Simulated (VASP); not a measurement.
Input of a VASP 6.6.1 run:

Contents of INCAR:

```
SYSTEM = BeB
  ALGO = Normal
  EDIFF = 1E-7
  ENCUT = 520
  GGA = PE
  ISIF = 2
  ISMEAR = 0
  LASPH = .TRUE.
  LCHARG = .FALSE.
  LREAL = .FALSE.
  LWAVE = .FALSE.
  NBANDS = 10
  NELM = 80
  PREC = Accurate
  SIGMA = 0.1
```

KPOINTS

```
k-points
0
G
  9 9 9
  0 0 0
```

File POSCAR:

```
BeB
1.0
    1.3560420100      0.7829112200      2.1738357700
   -1.3560420100      0.7829112200      2.1738357700
    0.0000000000     -1.5658224400      2.1738357700
Be B
1 1
Direct
    0.7553330000      0.7455960000      0.7543530000
   -0.0040400000      0.0291290000      0.0215100000
```

Potentials or basis: VASP PAW PBE potentials, release 64 (Be, B).

Run with:

```bash
$ cat potpaw_PBE.64/Be/POTCAR potpaw_PBE.64/B/POTCAR > POTCAR
$ mpirun -np 1 vasp_std > vasp.out
```

(1) What does it give for the pressure?

(2) Estimate the largest force.

Results:

(1) 91.5 GPa.

(2) 1.535 eV/Å.

Caveat: forces of over 1 eV/Å act on the atoms, so gaps and moduli don't describe the material at rest.
